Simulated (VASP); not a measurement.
Set up this calculation in VASP 6.6.1, as the native input.

```yaml
Task: relaxation of cell and atoms
Functional: PBE
Potentials_or_basis: VASP PAW PBE potentials, release 64 (Ti_sv, B)
Cutoff: 500 eV
k_mesh: 15 × 15 × 12
Occupations: fermi-dirac, width 1 eV
Spin: no spin polarisation
Dipole_correction: no
Further_INCAR_settings: ALGO = Normal; EDIFF = 1e-07; IBRION = 2; EDIFFG = -0.005; NSW = 80; ISIF = 3
```

The structure of TiB2 lies in POSCAR:

```
TiB2
1.0
    3.0259273000      0.0000000000      0.0000000000
   -1.5129637000      2.6205299000      0.0000000000
    0.0000000000      0.0000000000      3.2287677000
Ti B
1 2
Direct
    0.0000000000      0.0000000000      0.0000000000
    0.3333333300      0.6666666700      0.5000000000
    0.6666666700      0.3333333300      0.5000000000
```

These files were run (other wordings do the same):

INCAR

```
PREC = Accurate ; ENCUT = 500
EDIFF = 1E-7 ; ISMEAR = -1
SIGMA = 1.0 ; LREAL = F
LASPH = T ; NELM = 120
ALGO = Normal ; ISIF = 3
LWAVE = F ; LCHARG = F
GGA = PE ; IBRION = 2
NSW = 80 ; EDIFFG = -0.005
GGA_COMPAT = F ; NELMIN = 4
```

KPOINTS

```
Automatic mesh
0
Gamma
  15 15 12
```

Potentials or basis: VASP PAW PBE potentials, release 64 (Ti_sv, B).

Run with:

```console
$ cat potpaw_PBE.64/Ti_sv/POTCAR potpaw_PBE.64/B/POTCAR > POTCAR
$ mpirun -np 1 vasp_std > vasp.out
```

It gave:

| Property | Result |
| --- | --- |
| Relaxed volume | 9.17 Å³/atom |
| Relaxed cell | a = 3.070 Å, b = 3.070 Å, c = 3.370 Å, α = 90.00°, β = 90.00°, γ = 120.00° |
| Space group after relaxing (to 0.1 Å) | P6/mmm (No. 191) |
| Energy gained by relaxing | 28.8 meV/atom |
| Ionic steps | 6 |
| Pressure after relaxing | -0.1 GPa |
| Band gap on the k mesh | zero (bands 9 and 10 overlap by 0.47 eV) |

Caveat: so wide a smearing shifts energies and pressures.

It took 5.4 min on 1 thread of Intel Xeon 8259CL, on a shared host, peak memory 0.2 GiB.
